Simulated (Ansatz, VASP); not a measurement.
# Two plane-wave programs on Al2Cu

```xyz
3
Lattice="-2.0982 2.0982 2.8824 2.0982 -2.0982 2.8824 2.0982 2.0982 -2.8824" Properties=species:S:1:pos:R:3 pbc="T T T"
Al    0.0000    2.0982    1.4412
Al    2.0982    0.0000    1.4412
Cu    0.0000    0.0000    2.8824
```

Alike in both runs: task single point; functional LDA; k mesh 14 × 14 × 14; occupations gaussian, width 0.15 eV; no spin polarisation.

```csv
,VASP,Ansatz
version,VASP 6.6.1,Ansatz 0.2.0
potentials or method,"VASP PAW LDA potentials, release 64 (Al, Cu), cutoff 520 eV","scalar-relativistic, plane waves, PAW"
valence electrons in the cell,17,25
```

Ansatz gave:

| Item | Value |
| --- | --- |
| gap on the k mesh at the Fermi level (eV) | none |
| pressure (GPa) | -9.3 |
| traceless stress, the component that is largest in VASP (GPa) | 1.58 |

Problem. Estimate VASP's values.

Solution. gap on the k mesh at the Fermi level (eV): none; pressure (GPa): -8.9; traceless stress, the component that is largest in VASP (GPa): 1.56.

Ansatz warns that its potentials were made for another functional, while VASP's fit it. LDA's correlation is that of Perdew and Zunger in VASP and of Perdew and Wang (1992) in Ansatz. A gap of «none» marks a metal or a gap that the smearing closes. VASP's potentials hold 17 valence electrons a cell and Ansatz's 25, so a difference there can come from the potentials and not from the codes.
